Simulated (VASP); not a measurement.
# GaAs (F-43m) in VASP: further runs

The runs below take GaAs through elastic constants, with LDA.

Everything below comes from runs of VASP 6.6.1. Logs are shortened: lines on timing, memory, paths and dates and some standing lists are left out, and cuts for length are marked.

### 1 The cell of the first run

It takes space group F-43m (No. 216, cubic). The conventional cell has a = 5.339 Å, b = 5.339 Å, c = 5.339 Å, α = 90.00°, β = 90.00°, γ = 90.00°. Ga (site symmetry -43m) has 4 As at 2.31 Å within 3.1 Å. As (site symmetry -43m) has 4 Ga at 2.31 Å within 3.1 Å.

### 2 Elastic constants, LDA

Input file INCAR:

```
ALGO = Normal ; EDIFF = 1E-8
ENCUT = 600 ; IBRION = 6
ISIF = 3 ; ISMEAR = 0
LASPH = True ; LCHARG = False
LREAL = False ; LWAVE = False
NELM = 60 ; NFREE = 2
NSW = 1 ; POTIM = 0.015
PREC = Accurate ; SIGMA = 0.01
```

Input file KPOINTS:

```
k-points
0
Gamma
  8 8 8
```

Input file POSCAR:

```
GaAs
1.0
    0.0000000000      2.6695901519      2.6695901519
    2.6695901519      0.0000000000      2.6695901519
    2.6695901519      2.6695901519      0.0000000000
Ga As
1 1
Direct
    0.0000000000      0.0000000000      0.0000000000
    0.7500000000      0.7500000000      0.7500000000
```

Potentials or basis: VASP PAW LDA potentials, release 64 (Ga_d, As).

Started as:

```
$ cat potpaw_LDA.64/Ga_d/POTCAR potpaw_LDA.64/As/POTCAR > POTCAR
$ mpirun -np 1 vasp_std > vasp.out
```

OUTCAR:

```text
EDIFF = 1E-8
   ENCUT = 600
   IBRION = 6
   ISIF = 3
   ISMEAR = 0
   LASPH = True
   LREAL = False
   NELM = 60
   NFREE = 2
   NSW = 1
   POTIM = 0.015
   PREC = Accurate

 ion  position               nearest neighbor table
   1  0.000  0.000  0.000-   2 2.31   2 2.31   2 2.31   2 2.31
   2  0.750  0.750  0.750-   1 2.31   1 2.31   1 2.31   1 2.31

  LATTYP: Found a face centered cubic cell.
 ALAT       =     5.3391803038

  Lattice vectors:

 A1 = (   0.0000000000,   2.6695901519,   2.6695901519)
 A2 = (   2.6695901519,   0.0000000000,   2.6695901519)
 A3 = (   2.6695901519,   2.6695901519,   0.0000000000)

Analysis of symmetry for initial positions (statically):
=====================================================================
 Subroutine PRICEL returns:
 Original cell was already a primitive cell.

 Routine SETGRP: Setting up the symmetry group for a
 face centered cubic supercell.

 Subroutine GETGRP returns: Found 24 space group operations
 (whereof 24 operations were pure point group operations)
 out of a pool of 48 trial point group operations.

The static configuration has the point symmetry T_d .

Analysis of symmetry for dynamics (positions and initial velocities):
=====================================================================
 Subroutine PRICEL returns:
 Original cell was already a primitive cell.

 Routine SETGRP: Setting up the symmetry group for a
 face centered cubic supercell.

 Subroutine GETGRP returns: Found 24 space group operations
 (whereof 24 operations were pure point group operations)
 out of a pool of 48 trial point group operations.

The dynamic configuration has the point symmetry T_d .

 Subroutine INISYM returns: Found 24 space group operations
 (whereof 24 operations are pure point group operations),
 and found     1 'primitive' translations

----------------------------------------------------------------------------------------

                                     Primitive cell

  volume of cell :      38.0508

  direct lattice vectors                    reciprocal lattice vectors
     0.000000000  2.669590152  2.669590152    -0.187294668  0.187294668  0.187294668
     2.669590152  0.000000000  2.669590152     0.187294668 -0.187294668  0.187294668
     2.669590152  2.669590152  0.000000000     0.187294668  0.187294668 -0.187294668

  length of vectors
     3.775370599  3.775370599  3.775370599     0.324403880  0.324403880  0.324403880

  position of ions in fractional coordinates (direct lattice)
     0.000000000  0.000000000  0.000000000
     0.750000000  0.750000000  0.750000000

  ion indices of the primitive-cell ions
   primitive index   ion index
                 1           1
                 2           2

----------------------------------------------------------------------------------------

 KPOINTS: k-points

Automatic generation of k-mesh.
 Grid dimensions read from file:
 generate k-points for:    8    8    8

 Generating k-lattice:

  Cartesian coordinates                     Fractional coordinates (reciprocal lattice)
    -0.023411833  0.023411833  0.023411833     0.125000000  0.000000000  0.000000000
     0.023411833 -0.023411833  0.023411833     0.000000000  0.125000000  0.000000000
[... 113 lines left out ...]
  --------------------------------------------------------------------------------------
  -------------------------------------------------------------------------------------
  Total        3.6965600      3.6965600      3.6965600      0.0000000      0.0000000      0.0000000
  in kB      155.6483688    155.6483688    155.6483688      0.0000000      0.0000000      0.0000000
  external PRESSURE =     155.6483688 kB  Pullay stress =       0.0000000 kB
[... 89 lines left out ...]
  FREE ENERGIE OF THE ION-ELECTRON SYSTEM (eV)
  ---------------------------------------------------
  free  energy   TOTEN  =        -9.3176211023 eV

  energy  without entropy=       -9.3176211023  energy(sigma->0) =       -9.31762110

[... ionic steps 4 to 14 ...]

--------------------------------------- Ionic step       15  -------------------------------------------

 number of electron      18.0000005 magnetization

------------------------ aborting loop because EDIFF is reached ----------------------------------------
[... 67 lines left out ...]
--------------------------------------- Ionic step       17  -------------------------------------------

 number of electron      18.0000007 magnetization

 Free energy of the ion-electron system (eV)
  ---------------------------------------------------
  ext. energy  EPLUGINS =         0.00000000
  ---------------------------------------------------
  free energy    TOTEN  =        -9.37640441 eV

  energy without entropy =       -9.37640441  energy(sigma->0) =       -9.37640441

 E-fermi :   5.7721     XC(G=0): -10.6917

 val. band max:        5.6607115785   @ k =   0.0000   0.0000   0.0000
 cond. band min:       6.5846979509   @ k =   0.0000   0.5000   0.5000
 fundamental gap:      0.9239863724
 Fermi energy:         5.7721371725

 k-point     1 :       0.0000    0.0000    0.0000
  band No.  band energies     occupation
      1      -9.7494      2.00000
      2      -9.7461      2.00000
      3      -9.7417      2.00000
      4      -9.6154      2.00000
      5      -9.6154      2.00000
      6      -8.5341      2.00000
      7       5.5585      2.00000
      8       5.6108      2.00000
      9       5.6607      2.00000
     10       7.3017      0.00000
     11       9.2601      0.00000
     12       9.2936      0.00000
     13       9.3294      0.00000
[... 354 lines left out ...]
  band No.  band energies     occupation
      1      -9.9053      2.00000
      2      -9.7050      2.00000
      3      -9.6918      2.00000
      4      -9.6239      2.00000
      5      -9.6100      2.00000
      6      -5.7386      2.00000
      7      -1.8115      2.00000
      8       1.6602      2.00000
      9       3.1134      2.00000
     10       9.0498      0.00000
     11       9.5792      0.00000
     12      12.5027      0.00000
     13      13.9273      0.00000

 [... further k-points ...]

------------------------ aborting loop because EDIFF is reached ----------------------------------------

  FORCE on cell =-STRESS in cart. coord.  units (eV):
  Direction    XX          YY          ZZ          XY          YZ          ZX
  --------------------------------------------------------------------------------------
  -------------------------------------------------------------------------------------
  Total        3.6958342      3.7004128      3.7004128      0.0000000     -0.2180008      0.0000000
  in kB      155.6178077    155.8105943    155.8105943      0.0000000     -9.1792029      0.0000000
  external PRESSURE =     155.7463321 kB  Pullay stress =       0.0000000 kB
[... 17 lines left out ...]
  FREE ENERGIE OF THE ION-ELECTRON SYSTEM (eV)
  ---------------------------------------------------
  free  energy   TOTEN  =        -9.3764044119 eV

  energy  without entropy=       -9.3764044119  energy(sigma->0) =       -9.37640441

 INTERNAL STRAIN TENSORS FROM STRAINED CELLS
 ============================================

 INTERNAL STRAIN TENSOR FOR ION    1 for displacements in x,y,z  (eV/Angst):
          X           Y           Z          XY          YZ          ZX
  --------------------------------------------------------------------------------
  x     0.00000    -0.00000     0.00000    -0.00000   -14.52540     0.00000
  y     0.00000     0.00000     0.00000    -0.00000     0.00000   -14.52533
  z     0.00000    -0.00000    -0.00000   -14.52458     0.00000     0.00000

 INTERNAL STRAIN TENSORS FROM DISPLACED ATOMS
 ============================================

 INTERNAL STRAIN TENSOR FOR ION    1 for displacements in x,y,z  (eV/Angst):
          X           Y           Z          XY          YZ          ZX
  --------------------------------------------------------------------------------
  x     0.00000     0.00000     0.00000     0.00000   -14.54370     0.00000
  y     0.00000     0.00000     0.00000     0.00000     0.00000   -14.54370
  z     0.00000     0.00000     0.00000   -14.54370     0.00000     0.00000

 INTERNAL STRAIN TENSOR FOR ION    2 for displacements in x,y,z  (eV/Angst):
          X           Y           Z          XY          YZ          ZX
  --------------------------------------------------------------------------------
  x     0.00000    -0.00000    -0.00000     0.00000    14.52878     0.00000
  y    -0.00000     0.00000    -0.00000     0.00000     0.00000    14.52878
  z    -0.00000    -0.00000     0.00000    14.52878     0.00000     0.00000

 Eigenvectors and eigenvalues of the dynamical matrix
 ----------------------------------------------------

   1 f  =    9.645202 THz    60.602593 2PiTHz  321.729316 cm-1    39.889333 meV
             X         Y         Z           dx          dy          dz
      0.000000  0.000000  0.000000    -0.695118   -0.186894   -0.000000
      4.004385  4.004385  4.004385     0.670370    0.180240   -0.000000
[... 21 lines left out ...]
   6 f/i=    0.001413 THz     0.008881 2PiTHz    0.047145 cm-1     0.005845 meV
             X         Y         Z           dx          dy          dz
      0.000000  0.000000  0.000000     0.074918   -0.325119   -0.608742
      4.004385  4.004385  4.004385     0.077684   -0.337122   -0.631215

--------------------------------------------------------------------------------------------------------

 ELASTIC MODULI CONTR FROM IONIC RELAXATION (kBar)
 Direction    XX          YY          ZZ          XY          YZ          ZX
 --------------------------------------------------------------------------------
 XX          -0.0000      0.0000      0.0000      0.0000     -0.0000      0.0000
 YY           0.0000     -0.0000      0.0000      0.0000      0.0000     -0.0000
 ZZ           0.0000      0.0000     -0.0000     -0.0000      0.0000      0.0000
 XY           0.0000      0.0000     -0.0000   -647.2205     -0.0000     -0.0000
 YZ          -0.0000      0.0000      0.0000     -0.0000   -647.2205     -0.0000
 ZX           0.0000     -0.0000      0.0000     -0.0000     -0.0000   -647.2205
 --------------------------------------------------------------------------------

 TOTAL ELASTIC MODULI (kBar)
 Direction    XX          YY          ZZ          XY          YZ          ZX
 --------------------------------------------------------------------------------
 XX        1650.8779   1037.5481   1037.5481      0.0000      0.0000      0.0000
 YY        1037.5481   1650.8779   1037.5481      0.0000      0.0000     -0.0000
 ZZ        1037.5481   1037.5481   1650.8779      0.0000      0.0000     -0.0000
 XY           0.0000      0.0000      0.0000    651.3925     -0.0000     -0.0000
 YZ           0.0000      0.0000      0.0000     -0.0000    651.3925     -0.0000
 ZX           0.0000     -0.0000     -0.0000     -0.0000     -0.0000    651.3925
 --------------------------------------------------------------------------------
```

It took 21 min on 1 thread of Intel Xeon 8259CL, shared host; peak memory 0.3 GiB.

Results:

```yaml
Elastic_constants_C11_C12_C44: 165, 104, 65 GPa
Voigt_bulk_modulus: 124 GPa
Highest_phonon_frequency_at_Γ_LO-TO_splitting_left_out: 322 cm⁻¹
```

Phonon frequencies in cm⁻¹ (negative: imaginary):
```csv
q point,frequencies
"(0.000, 0.000, 0.000)",0 0 0 322 322 322
```

Elastic tensor in Voigt notation (GPa, in the Cartesian axes of the cell as first typed):
```
165 104 104   0   0   0
104 165 104   0   0   0
104 104 165   0   0   0
  0   0   0  65   0   0
  0   0   0   0  65   0
  0   0   0   0   0  65
```

Clamped-ion elastic tensor (GPa):
```
165 104 104   0   0   0
104 165 104   0   0   0
104 104 165   0   0   0
  0   0   0 130   0   0
  0   0   0   0 130   0
  0   0   0   0   0 130
```

Caveat: the cell is under stress, which shifts elastic constants.

### 3 Elastic constants, LDA

This run uses another cell than the first one, of 19.79 Å³/atom.

Input file INCAR:

```
PREC = Accurate
ENCUT = 600
EDIFF = 1E-8
ISMEAR = 0
SIGMA = 0.01
LREAL = False
LASPH = True
NELM = 80
ALGO = Normal
ISIF = 3
LWAVE = False
LCHARG = True
GGA = CA
NBANDS = 16
IBRION = 6
NFREE = 2
POTIM = 0.015
NSW = 1
```

Input file KPOINTS:

```
Automatic mesh
0
Gamma
  8 8 8
```

Input file POSCAR:

```
GaAs
1.0
    0.0000000000      2.7046806939      2.7046806939
    2.7046806939      0.0000000000      2.7046806939
    2.7046806939      2.7046806939      0.0000000000
Ga As
1 1
Direct
    0.0000000000      0.0000000000      0.0000000000
    0.7500000000      0.7500000000      0.7500000000
```

Potentials or basis: VASP PAW LDA potentials, release 64 (Ga_d, As).

Started as:

```
$ cat potpaw_LDA.64/Ga_d/POTCAR potpaw_LDA.64/As/POTCAR > POTCAR
$ mpirun -np 1 vasp_std > vasp.out
```

Run time: 19 min. Hardware: 1 thread of Intel Xeon 8259CL, shared host; peak memory 0.33 GiB.

The run converged. Its results:

* Elastic constants C11, C12, C44: 151, 88, 65 GPa
* Voigt bulk modulus: 109 GPa
* Highest phonon frequency at Γ, LO-TO splitting left out: 307 cm⁻¹

Phonon frequencies in cm⁻¹ (negative: imaginary):
```
              q point        frequencies
(0.000, 0.000, 0.000)  0 0 0 307 307 307
```

Elastic tensor in Voigt notation (GPa, in the Cartesian axes of the cell as first typed):
```
151  88  88   0   0   0
 88 151  88   0   0   0
 88  88 151   0   0   0
  0   0   0  65   0   0
  0   0   0   0  65   0
  0   0   0   0   0  65
```

Clamped-ion elastic tensor (GPa):
```
151  88  88   0   0   0
 88 151  88   0   0   0
 88  88 151   0   0   0
  0   0   0 115   0   0
  0   0   0   0 115   0
  0   0   0   0   0 115
```

Caveat: the cell is under stress, which shifts elastic constants.

### 4 Elastic constants, LDA

This run uses another cell than the first one, of 20.32 Å³/atom.

Input file INCAR:

```
ALGO = Normal
EDIFF = 1E-8
ENCUT = 600
IBRION = 6
ISIF = 3
ISMEAR = 0
LASPH = T
LCHARG = T
LREAL = F
LWAVE = F
NELM = 100
NFREE = 2
NSW = 1
POTIM = 0.015
PREC = Accurate
SIGMA = 0.01
```

Input file KPOINTS:

```
k-points
0
Gamma
  8 8 8
```

Input file POSCAR:

```
GaAs
1.0
    0.0000000000      2.7287894766      2.7287894766
    2.7287894766      0.0000000000      2.7287894766
    2.7287894766      2.7287894766      0.0000000000
Ga As
1 1
Direct
    0.0000000000      0.0000000000      0.0000000000
    0.7500000000      0.7500000000      0.7500000000
```

Potentials or basis: VASP PAW LDA potentials, release 64 (Ga_d, As).

Started as:

```
$ cat potpaw_LDA.64/Ga_d/POTCAR potpaw_LDA.64/As/POTCAR > POTCAR
$ mpirun -np 1 vasp_std > vasp.out
```

OUTCAR:

```text
EDIFF = 1E-8
   ENCUT = 600
   IBRION = 6
   ISIF = 3
   ISMEAR = 0
   LASPH = T
   LREAL = F
   NELM = 100
   NFREE = 2
   NSW = 1
   POTIM = 0.015
   PREC = Accurate

 ion  position               nearest neighbor table
   1  0.000  0.000  0.000-   2 2.36   2 2.36   2 2.36   2 2.36
   2  0.750  0.750  0.750-   1 2.36   1 2.36   1 2.36   1 2.36
[... 833 lines left out ...]
             X         Y         Z           dx          dy          dz
      0.000000  0.000000  0.000000     0.000000    0.719687    0.000000
      4.093184  4.093184  4.093184     0.000000   -0.694299    0.000000
[... 21 lines left out ...]
   6 f/i=    0.000199 THz     0.001251 2PiTHz    0.006639 cm-1     0.000823 meV
             X         Y         Z           dx          dy          dz
      0.000000  0.000000  0.000000     0.000000    0.000000   -0.694299
      4.093184  4.093184  4.093184     0.000000    0.000000   -0.719687

--------------------------------------------------------------------------------------------------------

 ELASTIC MODULI CONTR FROM IONIC RELAXATION (kBar)
 Direction    XX          YY          ZZ          XY          YZ          ZX
 --------------------------------------------------------------------------------
 XX          -0.0000      0.0000      0.0000      0.0000     -0.0000      0.0000
 YY           0.0000     -0.0000      0.0000      0.0000      0.0000      0.0000
 ZZ           0.0000      0.0000     -0.0000     -0.0000      0.0000      0.0000
 XY           0.0000      0.0000     -0.0000   -417.3527      0.0000      0.0000
 YZ          -0.0000      0.0000      0.0000      0.0000   -417.3527      0.0000
 ZX           0.0000      0.0000      0.0000      0.0000      0.0000   -417.3527
 --------------------------------------------------------------------------------

 TOTAL ELASTIC MODULI (kBar)
 Direction    XX          YY          ZZ          XY          YZ          ZX
 --------------------------------------------------------------------------------
 XX        1422.2612    785.5451    785.5451      0.0000     -0.0000     -0.0000
 YY         785.5451   1422.2612    785.5451     -0.0000      0.0000     -0.0000
 ZZ         785.5451    785.5451   1422.2612     -0.0000     -0.0000     -0.0000
 XY           0.0000     -0.0000     -0.0000    637.0325      0.0000      0.0000
 YZ          -0.0000      0.0000     -0.0000      0.0000    637.0325      0.0000
 ZX          -0.0000     -0.0000     -0.0000      0.0000      0.0000    637.0325
 --------------------------------------------------------------------------------
```

Wall time 13 min (1 thread of Intel Xeon 8259CL, shared host); peak memory 0.31 GiB.

Results:

| Quantity | Value |
| --- | --- |
| Elastic constants C11, C12, C44 | 142, 79, 64 GPa |
| Voigt bulk modulus | 100 GPa |
| Highest phonon frequency at Γ, LO-TO splitting left out | 298 cm⁻¹ |

Phonon frequencies in cm⁻¹ (negative: imaginary):
| q point | frequencies |
| --- | --- |
| (0.000, 0.000, 0.000) | 0 0 0 298 298 298 |

Elastic tensor in Voigt notation (GPa, in the Cartesian axes of the cell as first typed):
```
142  79  79   0   0   0
 79 142  79   0   0   0
 79  79 142   0   0   0
  0   0   0  64   0   0
  0   0   0   0  64   0
  0   0   0   0   0  64
```

Clamped-ion elastic tensor (GPa):
```
142  79  79   0   0   0
 79 142  79   0   0   0
 79  79 142   0   0   0
  0   0   0 105   0   0
  0   0   0   0 105   0
  0   0   0   0   0 105
```

Caveat: the cell is under stress, which shifts elastic constants.

### 5 Elastic constants, LDA

This run uses another cell than the first one, of 20.94 Å³/atom.

Input file INCAR:

```
SYSTEM = GaAs
ALGO = Normal ; EDIFF = 1E-8
ENCUT = 600 ; GGA = CA
IBRION = 6 ; ISIF = 3
ISMEAR = 0 ; LASPH = .TRUE.
LCHARG = .FALSE. ; LREAL = .FALSE.
LWAVE = .FALSE. ; NBANDS = 16
NELM = 80 ; NFREE = 2
NSW = 1 ; POTIM = 0.015
PREC = Accurate ; SIGMA = 0.01
```

Input file KPOINTS:

```
k-points
0
G
  8 8 8
  0 0 0
```

Input file POSCAR:

```
GaAs
1.0
    0.0000000000      2.7564358164      2.7564358164
    2.7564358164      0.0000000000      2.7564358164
    2.7564358164      2.7564358164      0.0000000000
Ga As
1 1
Direct
    0.0000000000      0.0000000000      0.0000000000
    0.7500000000      0.7500000000      0.7500000000
```

Started as:

```
$ cat potpaw_LDA.64/Ga_d/POTCAR potpaw_LDA.64/As/POTCAR > POTCAR
$ mpirun -np 1 vasp_std > vasp.out
```

Run time: 17 min. Hardware: 1 thread of Intel Xeon 8259CL, shared host; peak memory 0.33 GiB.

It converged, with:

- Elastic constants C11, C12, C44: 133, 69, 62 GPa
- Voigt bulk modulus: 90 GPa
- Highest phonon frequency at Γ, LO-TO splitting left out: 287 cm⁻¹

Phonon frequencies in cm⁻¹ (negative: imaginary):
| q point | frequencies |
| --- | --- |
| (0.000, 0.000, 0.000) | 0 0 0 287 287 287 |

Elastic tensor in Voigt notation (GPa, in the Cartesian axes of the cell as first typed):
```
133  69  69   0   0   0
 69 133  69   0   0   0
 69  69 133   0   0   0
  0   0   0  62   0   0
  0   0   0   0  62   0
  0   0   0   0   0  62
```

Clamped-ion elastic tensor (GPa):
```
133  69  69   0   0   0
 69 133  69   0   0   0
 69  69 133   0   0   0
  0   0   0  95   0   0
  0   0   0   0  95   0
  0   0   0   0   0  95
```

Caveat: the cell is under stress, which shifts elastic constants.
